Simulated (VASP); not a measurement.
# LiF (db) (Fm-3m) in VASP: vibrations by perturbation theory with PBE

Aim: the vibrations by perturbation theory of LiF (db) with PBE.

Everything below comes from runs of VASP 6.6.1. Logs are shortened: lines on timing, memory, paths and dates and some standing lists are left out, and cuts for length are marked.

### Step 1. The cell of the first run

The structure is cubic, space group Fm-3m (No. 225). The conventional cell has a = 4.028 Å, b = 4.028 Å, c = 4.028 Å, α = 90.00°, β = 90.00°, γ = 90.00°. Li (site symmetry m-3m) has 6 F at 2.01 Å within 2.7 Å. Within 2.7 Å of F (site symmetry m-3m) lie 6 Li at 2.01 Å.

### Step 2. Vibrations by perturbation theory, PBE

The input, INCAR:

```
SYSTEM = LiF
PREC = Accurate
ENCUT = 520
EDIFF = 1E-8
ISMEAR = 0
SIGMA = 0.01
LREAL = .False.
LASPH = .True.
NELM = 80
ALGO = Normal
ISIF = 2
LWAVE = .False.
LCHARG = .False.
GGA = PE
NBANDS = 12
IBRION = 8
NSW = 1
LEPSILON = .True.
```

The input, KPOINTS:

```
Automatic mesh
0
Gamma
  10 10 10
  0 0 0
```

The input, POSCAR:

```
LiF
1.0
    0.0000000000      2.0140000000      2.0140000000
    2.0140000000      0.0000000000      2.0140000000
    2.0140000000      2.0140000000      0.0000000000
Li F
1 1
Direct
    0.0000000000      0.0000000000      0.0000000000
    0.5000000000      0.5000000000      0.5000000000
```

Potentials or basis: VASP PAW PBE potentials, release 64 (Li_sv, F).

Command:

```bash
cat potpaw_PBE.64/Li_sv/POTCAR potpaw_PBE.64/F/POTCAR > POTCAR
mpirun -np 1 vasp_std > vasp.out
```

OUTCAR:

```text
SYSTEM = LiF
   PREC = Accurate
   ENCUT = 520
   EDIFF = 1E-8
   ISMEAR = 0
   LREAL = .False.
   LASPH = .True.
   NELM = 80
   ISIF = 2
   GGA = PE
   IBRION = 8
   NSW = 1
   LEPSILON = .True.

 ion  position               nearest neighbor table
   1  0.000  0.000  0.000-   2 2.01   2 2.01   2 2.01   2 2.01   2 2.01   2 2.01
   2  0.500  0.500  0.500-   1 2.01   1 2.01   1 2.01   1 2.01   1 2.01   1 2.01

  LATTYP: Found a face centered cubic cell.
 ALAT       =     4.0280000000

  Lattice vectors:

 A1 = (   0.0000000000,   2.0140000000,   2.0140000000)
 A2 = (   2.0140000000,   0.0000000000,   2.0140000000)
 A3 = (   2.0140000000,   2.0140000000,   0.0000000000)

Analysis of symmetry for initial positions (statically):
=====================================================================
 Subroutine PRICEL returns:
 Original cell was already a primitive cell.

 Routine SETGRP: Setting up the symmetry group for a
 face centered cubic supercell.

 Subroutine GETGRP returns: Found 48 space group operations
 (whereof 48 operations were pure point group operations)
 out of a pool of 48 trial point group operations.

The static configuration has the point symmetry O_h .

Analysis of symmetry for dynamics (positions and initial velocities):
=====================================================================
 Subroutine PRICEL returns:
 Original cell was already a primitive cell.

 Routine SETGRP: Setting up the symmetry group for a
 face centered cubic supercell.

 Subroutine GETGRP returns: Found 48 space group operations
 (whereof 48 operations were pure point group operations)
 out of a pool of 48 trial point group operations.

The dynamic configuration has the point symmetry O_h .

 Subroutine INISYM returns: Found 48 space group operations
 (whereof 48 operations are pure point group operations),
 and found     1 'primitive' translations

----------------------------------------------------------------------------------------

                                     Primitive cell

  volume of cell :      16.3384

  direct lattice vectors                    reciprocal lattice vectors
     0.000000000  2.014000000  2.014000000    -0.248262165  0.248262165  0.248262165
     2.014000000  0.000000000  2.014000000     0.248262165 -0.248262165  0.248262165
     2.014000000  2.014000000  0.000000000     0.248262165  0.248262165 -0.248262165

  length of vectors
     2.848226115  2.848226115  2.848226115     0.430002683  0.430002683  0.430002683

  position of ions in fractional coordinates (direct lattice)
     0.000000000  0.000000000  0.000000000
     0.500000000  0.500000000  0.500000000

  ion indices of the primitive-cell ions
   primitive index   ion index
                 1           1
                 2           2

----------------------------------------------------------------------------------------

 KPOINTS: Automatic mesh

Automatic generation of k-mesh.
 Grid dimensions read from file:
[... 514 lines left out ...]
 ------------------------------------------------------

 Free energy of the ion-electron system (eV)
  ---------------------------------------------------
  ---------------------------------------------------
  free energy    TOTEN  =        -0.05265612 eV

  energy without entropy =       -0.05265612

------------------------ aborting loop because EDIFF is reached ----------------------------------------

--------------------------------------- Ionic step        2  -------------------------------------------

------------------------ aborting loop because EDIFF is reached ----------------------------------------

--------------------------------------- Ionic step        3  -------------------------------------------

------------------------ aborting loop because EDIFF is reached ----------------------------------------

 PIEZOELECTRIC TENSOR FIELD DIRECTION 3  (e Angst)
 -----------------------------------------------------------------------------
    -0.00018  0.00000  0.00000           ( -0.00001  0.00000  0.00000)
     0.00000 -0.00018 -0.00000           (  0.00000 -0.00001  0.00000)
     0.00000  0.00000 -0.00005           (  0.00000  0.00000 -0.00001)

 PIEZOELECTRIC TENSOR FIELD DIRECTION 3  (C/m^2)
 -----------------------------------------------------------------------------
    -0.00018  0.00000  0.00000
     0.00000 -0.00018 -0.00000
     0.00000  0.00000 -0.00005

--------------------------------------- Ionic step        4  -------------------------------------------

------------------------ aborting loop because EDIFF is reached ----------------------------------------

[... ionic steps 5 to 6 ...]

--------------------------------------- Ionic step        7  -------------------------------------------

 Free energy of the ion-electron system (eV)
  ---------------------------------------------------
  ---------------------------------------------------
  free energy    TOTEN  =        -0.52219645 eV

  energy without entropy =       -0.52219645

------------------------ aborting loop because EDIFF is reached ----------------------------------------

 INTERNAL STRAIN TENSOR  FOR ION    2  DIRECTION 1   (eV/Angst):
 -----------------------------------------------------------------------------
     0.00613 -0.00000  0.00000
     0.00000  0.00493  0.00000
     0.00000  0.00000  0.00493

 MACROSCOPIC STATIC DIELECTRIC TENSOR (including local field effects in DFT)
 ------------------------------------------------------
           2.057014    -0.000000     0.000000
          -0.000000     2.057014     0.000000
          -0.000000    -0.000000     2.057014
 ------------------------------------------------------

 PIEZOELECTRIC TENSOR (including local field effects)  for field in x, y, z        (e  Angst)
          XX          YY          ZZ          XY          YZ          ZX
  --------------------------------------------------------------------------------
  x     0.00000     0.00000     0.00000     0.00000     0.00000     0.00000
  y     0.00000     0.00000     0.00000     0.00000     0.00000     0.00000
  z     0.00000     0.00000     0.00000     0.00000     0.00000     0.00000

 PIEZOELECTRIC TENSOR (including local field effects)  for field in x, y, z        (C/m^2)
          XX          YY          ZZ          XY          YZ          ZX
  --------------------------------------------------------------------------------
  x     0.00000     0.00000     0.00000     0.00000     0.00000     0.00000
  y     0.00000     0.00000     0.00000     0.00000     0.00000     0.00000
  z     0.00000     0.00000     0.00000     0.00000     0.00000     0.00000

 BORN EFFECTIVE CHARGES (including local field effects) (in |e|, cummulative output)
 ---------------------------------------------------------------------------------
 ion    1
    1     1.05012     0.00000    -0.00000
    2    -0.00000     1.05012     0.00000
    3    -0.00000     0.00000     1.05012
 ion    2
    1    -1.05012    -0.00000     0.00000
    2     0.00000    -1.05012    -0.00000
    3     0.00000    -0.00000    -1.05012

 INTERNAL STRAIN TENSOR FOR ION    2 for displacements in x,y,z  (eV/Angst):
          X           Y           Z          XY          YZ          ZX
  --------------------------------------------------------------------------------
  x     0.00000     0.00000     0.00000     0.00000     0.00000     0.00000
  y     0.00000     0.00000     0.00000     0.00000     0.00000     0.00000
  z     0.00000     0.00000     0.00000     0.00000     0.00000     0.00000

 SECOND DERIVATIVES (NOT SYMMETRIZED)
 ------------------------------------
               1X          1Y          1Z          2X          2Y          2Z
  1X    -1.648215    0.000000    0.000000    1.648215    0.000000    0.000000
  1Y     0.000000   -1.648215    0.000000    0.000000    1.648215    0.000000
  1Z     0.000000    0.000000   -1.648215    0.000000    0.000000    1.648215
  2X     1.658131    0.000000    0.000000   -1.658131    0.000000    0.000000
  2Y     0.000000    1.658131    0.000000    0.000000   -1.658131    0.000000
  2Z     0.000000    0.000000    1.658131    0.000000    0.000000   -1.658131

 Eigenvectors and eigenvalues of the dynamical matrix
 ----------------------------------------------------

   1 f  =    8.876677 THz    55.773805 2PiTHz  296.094067 cm-1    36.710969 meV
             X         Y         Z           dx          dy          dz
      0.000000  0.000000  0.000000    -0.853981    0.000000    0.000000
      2.014000  2.014000  2.014000     0.520304    0.000000    0.000000
[... 21 lines left out ...]
   6 f/i=    0.011830 THz     0.074328 2PiTHz    0.394594 cm-1     0.048923 meV
             X         Y         Z           dx          dy          dz
      0.000000  0.000000  0.000000     0.000000   -0.520304    0.000000
      2.014000  2.014000  2.014000     0.000000   -0.853981    0.000000

--------------------------------------------------------------------------------------------------------

 MACROSCOPIC STATIC DIELECTRIC TENSOR IONIC CONTRIBUTION
 ------------------------------------------------------
           7.387842     0.000000    -0.000000
           0.000000     7.387842     0.000000
          -0.000000     0.000000     7.387842
 ------------------------------------------------------

 ELASTIC MODULI CONTR FROM IONIC RELAXATION (kBar)
 Direction    XX          YY          ZZ          XY          YZ          ZX
 --------------------------------------------------------------------------------
 XX           0.0000      0.0000      0.0000      0.0000      0.0000      0.0000
 YY           0.0000      0.0000      0.0000      0.0000      0.0000      0.0000
 ZZ           0.0000      0.0000      0.0000      0.0000      0.0000      0.0000
 XY           0.0000      0.0000      0.0000      0.0000      0.0000      0.0000
 YZ           0.0000      0.0000      0.0000      0.0000      0.0000      0.0000
 ZX           0.0000      0.0000      0.0000      0.0000      0.0000      0.0000
 --------------------------------------------------------------------------------

 PIEZOELECTRIC TENSOR IONIC CONTR  for field in x, y, z        (C/m^2)
          XX          YY          ZZ          XY          YZ          ZX
  --------------------------------------------------------------------------------
  x     0.00000     0.00000     0.00000     0.00000     0.00000     0.00000
  y     0.00000     0.00000     0.00000     0.00000     0.00000     0.00000
  z     0.00000     0.00000     0.00000     0.00000     0.00000     0.00000
```

Wall time 8.3 min (1 thread of AMD EPYC, shared host); peak memory 0.15 GiB.

What came out:

```yaml
Electronic_dielectric_tensor_diagonal: 2.06
Born_charges_mean_of_the_diagonal: Li +1.05; F -1.05 e
Highest_phonon_frequency_at_Γ_LO-TO_splitting_left_out: 296 cm⁻¹
```

Phonon frequencies in cm⁻¹ (negative: imaginary):
```csv
q point,frequencies
"(0.000, 0.000, 0.000)",0 0 0 296 296 296
```

Electronic dielectric tensor:
```
2.06 0.00 0.00
0.00 2.06 0.00
0.00 0.00 2.06
```

Born effective charge tensors (e):
atom 1, Li
```
1.05 0.00 0.00
0.00 1.05 0.00
0.00 0.00 1.05
```
atom 2, F
```
-1.05  0.00  0.00
 0.00 -1.05  0.00
 0.00  0.00 -1.05
```

Caveat: the cell wasn't relaxed at this level first, which shifts response properties.
